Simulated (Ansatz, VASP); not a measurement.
# Au in VASP and in Ansatz

```
CELL_PARAMETERS angstrom
2.90000 0.00000 0.00000
-1.45000 2.51147 0.00000
0.00000 0.00000 4.88000
ATOMIC_POSITIONS crystal
Au 0.33333 0.66667 0.75000
Au 0.66667 0.33333 0.25000
```

Alike in both runs: task single point; functional PBE; dispersion D3(BJ); k mesh 6 × 6 × 4; occupations gaussian, width 0.1 eV; no spin polarisation.

```csv
,VASP,Ansatz
version,VASP 6.6.1,Ansatz 0.2.0
potentials or method,"VASP PAW PBE potentials, release 64 (Au), cutoff 500 eV","scalar-relativistic, plane waves, PAW"
valence electrons in the cell,22,38
```

```tsv
	VASP	Ansatz	Ansatz less VASP
gap on the k mesh at the Fermi level (eV)	none	none	-
pressure (GPa)	-3.4	-3.3	+0.17
traceless stress, the component that is largest in VASP (GPa)	-4.48	-4.44	+0.041
```

A gap of «none» marks a metal or a gap that the smearing closes. VASP's potentials hold 22 valence electrons a cell and Ansatz's 38, so a difference there can come from the potentials and not from the codes.

The k mesh is coarse, so the values compare programs but aren't converged. Spin-orbit coupling is off throughout.
